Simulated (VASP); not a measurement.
Write the native input for VASP 6.6.1 that does the following.

- Task: single point
- Functional: PBE
- Potentials or basis: VASP PAW PBE potentials, release 64 (Ti_sv)
- Cutoff: 520 eV
- k mesh: 10 × 10 × 6
- Occupations: gaussian, width 0.012 eV
- Spin: no spin polarisation
- Dipole correction: no
- Further INCAR settings: ALGO = Normal; EDIFF = 1e-07; NBANDS = 19

The structure of Ti lies in POSCAR:

```
Ti
1.0
    2.9500000000      0.0000000000      0.0000000000
   -1.4750000000      2.5547749412      0.0000000000
    0.0000000000      0.0000000000      4.6800000000
Ti
2
Direct
    0.6666666667      0.3333333333      0.7500000000
    0.3333333333      0.6666666667      0.2500000000
```

One way to write it, as run:

INCAR

```
SYSTEM = Ti
  PREC = Accurate
  ENCUT = 520
  EDIFF = 1E-7
  ISMEAR = 0
  SIGMA = 0.012
  LREAL = .FALSE.
  LASPH = .TRUE.
  NELM = 80
  ALGO = Normal
  ISIF = 2
  LWAVE = .FALSE.
  LCHARG = .FALSE.
  GGA = PE
  NBANDS = 19
```

KPOINTS

```
regular mesh
0
G
  10 10 6
  0 0 0
```

Potentials or basis: VASP PAW PBE potentials, release 64 (Ti_sv).

Run with:

```bash
$ cat potpaw_PBE.64/Ti_sv/POTCAR > POTCAR
$ mpirun -np 1 vasp_std > vasp.out
```

Results of the run:

The pressure is -1.7 GPa and the band gap on the k mesh is zero (band 12 reaches 8.94 eV, above the bottom of band 13 at 7.94 eV).

Wall time 47 s on 1 thread of AMD EPYC 7R43 64-Core Processor (Zen 3), on a shared host, peak memory 0.13 GiB.
